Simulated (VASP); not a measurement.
Here is a VASP 6.6.1 calculation.

INCAR

```
PREC = Accurate ; ENCUT = 600
EDIFF = 1E-6 ; ISMEAR = -1
SIGMA = 0.05 ; LREAL = False
LASPH = True ; NELM = 200
ALGO = Normal ; ISIF = 2
LWAVE = False ; LCHARG = False
LMAXMIX = 4 ; LDAU = True
LDAUTYPE = 2 ; LDAUL = 2 -1
LDAUU = 2 0 ; LDAUJ = 0 0
LDAUPRINT = 1 ; GGA = PE
NBANDS = 16 ; GGA_COMPAT = False
```

Contents of KPOINTS:

```
Automatic mesh
0
Gamma
  10 10 9
```

Contents of POSCAR:

```
TaN
1.0
    2.9566672245     -0.0000000029      0.0000000000
   -1.4783336097      2.5605489284      0.0000000000
    0.0000000000      0.0000000000      2.8999684137
Ta N
1 1
Direct
    0.3333333333      0.6666666667      0.5000000000
    0.0000000000      0.0000000000      0.0000000000
```

Potentials or basis: VASP PAW PBE potentials, release 64 (Ta_sv_GW, N).

The run is started by

```sh
$ cat potpaw_PBE.64/Ta_sv_GW/POTCAR potpaw_PBE.64/N/POTCAR > POTCAR
$ mpirun -np 1 vasp_std > vasp.out
```

Problem. What does it give for the band gap on the k mesh?

Solution. Zero (band 9 reaches 12.76 eV, above the bottom of band 10 at 12.45 eV).

Problem. Estimate the pressure.

Solution. 4.5 GPa.

Stress tensor (GPa, compression positive):
```
3.96 0.00 0.00
0.00 3.96 0.00
0.00 0.00 5.47
```

Caveat: spin-orbit coupling is left out, which moves the levels of the heavy elements; U without spin polarisation on a metal has little footing.
